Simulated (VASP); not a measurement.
Sr, 6 atoms in the cell. It takes space group Pm-3m (No. 221, cubic). Conventional cell: a = 7.523 Å, b = 7.523 Å, c = 7.523 Å, α = 90.00°, β = 90.00°, γ = 90.00°. Sr (site symmetry 4mm) has 5 Sr at 2.70 to 3.41 Å within 3.6 Å. 

| Quantity | Value |
| --- | --- |
| Program | VASP 6.6.1 |
| Task | relaxation of cell and atoms |
| Functional | PBE |
| Potentials or basis | VASP PAW PBE potentials, release 64 (Sr_sv) |
| Cutoff | 600 eV |
| k mesh | 2 × 2 × 2 |
| Occupations | gaussian, width 0.1 eV |
| Spin | no spin polarisation |
| Dipole correction | no |
| Further INCAR settings | ALGO = Normal; EDIFF = 1e-06; IBRION = 2; EDIFFG = -0.04; NSW = 90; ISIF = 3 |

Potentials or basis: VASP PAW PBE potentials, release 64 (Sr_sv).

Run with:

```sh
$ cat potpaw_PBE.64/Sr_sv/POTCAR > POTCAR
$ mpirun -np 1 vasp_std > vasp.out
```

Hardware: 1 thread of Intel(R) Xeon(R) Platinum 8488C (Sapphire Rapids), on a shared host.

Problem. Estimate the wall time of this run.

Solution. It took 10 min on 1 thread of Intel(R) Xeon(R) Platinum 8488C (Sapphire Rapids) (shared host), peak memory 0.54 GiB. Counts: scf iterations 130, k points 4, ion steps 10.
